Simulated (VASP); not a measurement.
Input of a VASP 6.6.1 run:

File INCAR:

```
  PREC = Accurate
  ENCUT = 520
  EDIFF = 1E-6
  ISMEAR = 0
  SIGMA = 0.15
  LREAL = False
  LASPH = True
  NELM = 60
  ALGO = Fast
  ISIF = 2
  LWAVE = False
  LCHARG = False
  GGA = PS
  NBANDS = 17
```

KPOINTS

```
Automatic mesh
0
Gamma
  18 18 10
```

The input POSCAR:

```
Pt
1.0
    2.7888000000      0.0000000000      0.0000000000
   -1.3944000000      2.4151716461      0.0000000000
    0.0000000000      0.0000000000      4.4716000000
Pt
2
Direct
    0.6666666667      0.3333333333      0.7500000000
    0.3333333333      0.6666666667      0.2500000000
```

Potentials or basis: VASP PAW PBE potentials, release 64 (Pt).

The run is started by

```bash
$ cat potpaw_PBE.64/Pt/POTCAR > POTCAR
$ mpirun -np 1 vasp_std > vasp.out
```

Q: What does it give for the band gap on the k mesh?

A: Zero (bands 10 and 11 overlap by 1.25 eV).

Q: What does it give for the pressure?

A: 1.3 GPa.

Stress tensor (GPa, compression positive):
```
-2.24  0.00  0.00
 0.00 -2.24  0.00
 0.00  0.00  8.37
```

Caveat: the stress differs along the axes, from -2 to 8 GPa; the PAW data sets were made with another functional, which shifts forces and pressure a little; spin-orbit coupling is left out, which moves the levels of the heavy elements.
